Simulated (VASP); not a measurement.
HfOs, 2 atoms in the cell. The structure is cubic, space group Pm-3m (No. 221). The conventional cell has a = 3.239 Å, b = 3.239 Å, c = 3.239 Å, α = 90.00°, β = 90.00°, γ = 90.00°. Within 3.7 Å of Hf (site symmetry m-3m) lie 8 Os at 2.81 Å and 6 Hf at 3.24 Å. Os (site symmetry m-3m) has 8 Hf at 2.81 Å and 6 Os at 3.24 Å within 3.7 Å. 

```yaml
Program: VASP 6.6.1
Task: relaxation of cell and atoms
Functional: r2SCAN
Potentials_or_basis: VASP PAW PBE potentials, release 64 (Hf_pv, Os)
Cutoff: 600 eV
k_mesh: 14 × 14 × 14
Occupations: gaussian, width 0.1 eV
Spin: no spin polarisation
Dipole_correction: no
Further_INCAR_settings: ALGO = Normal; EDIFF = 1e-06; IBRION = 2; EDIFFG = -0.005; NSW = 100; ISIF = 3
```

Potentials or basis: VASP PAW PBE potentials, release 64 (Hf_pv, Os).

Command:

```sh
$ cat potpaw_PBE.64/Hf_pv/POTCAR potpaw_PBE.64/Os/POTCAR > POTCAR
$ cp INCAR.step1 INCAR
$ mpirun -np 1 vasp_std > vasp.out
$ cp INCAR.step2 INCAR
$ mpirun -np 1 vasp_std > vasp.out
```

Hardware: 1 thread of Intel(R) Xeon(R) Platinum 8488C (Sapphire Rapids), on a shared host.

Q: Estimate the wall time of this run.

A: Run time: 4.7 min on 1 thread of Intel(R) Xeon(R) Platinum 8488C (Sapphire Rapids), on a shared host, peak memory 0.22 GiB. Counts: k points 120, ion steps 3.
